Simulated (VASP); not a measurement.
Runs of VASP 6.6.1 on AlN. The structure is that of space group Cm (No. 8), or close to it. The cells are those of the table. 

| cell | gap on the mesh (eV) | pressure (GPa) | largest force (eV/Å) |
| --- | --- | --- | --- |
| a = 3.111, b = 3.113, c = 4.981 Å, angles 86.3, 90.0, 120.0°, 4 atoms | 3.92 | (a) | 0.55 |
| a = 3.111, b = 3.111, c = 4.979 Å, angles 88.1, 90.0, 120.0°, 4 atoms | 4.04 | (b) | 0.30 |
| a = 3.111, b = 3.114, c = 4.984 Å, angles 95.0, 90.0, 120.0°, 4 atoms | 3.82 | (c) | 0.76 |
| a = 3.111, b = 3.113, c = 4.983 Å, angles 85.7, 90.0, 120.0°, 4 atoms | 3.87 | 1.1 | 0.65 |
| a = 3.111, b = 3.112, c = 4.980 Å, angles 92.5, 90.0, 120.0°, 4 atoms | 4.01 | 0.7 | 0.37 |
| a = 3.111, b = 3.112, c = 4.980 Å, angles 86.9, 90.0, 120.0°, 4 atoms | 3.97 | 0.8 | 0.46 |

Alike in all rows: task single point; level PBEsol; potentials or basis VASP PAW PBE potentials, release 64 (Al, N); no spin polarisation; k mesh 9 × 9 × 6; cutoff (eV) 520; smearing gaussian 0.05 eV.

Q: Fill in the values left out.

A: (a) 0.9; (b) 0.6; (c) 1.3.

Caveats: the PAW data sets were made with another functional, which shifts forces and pressure a little.

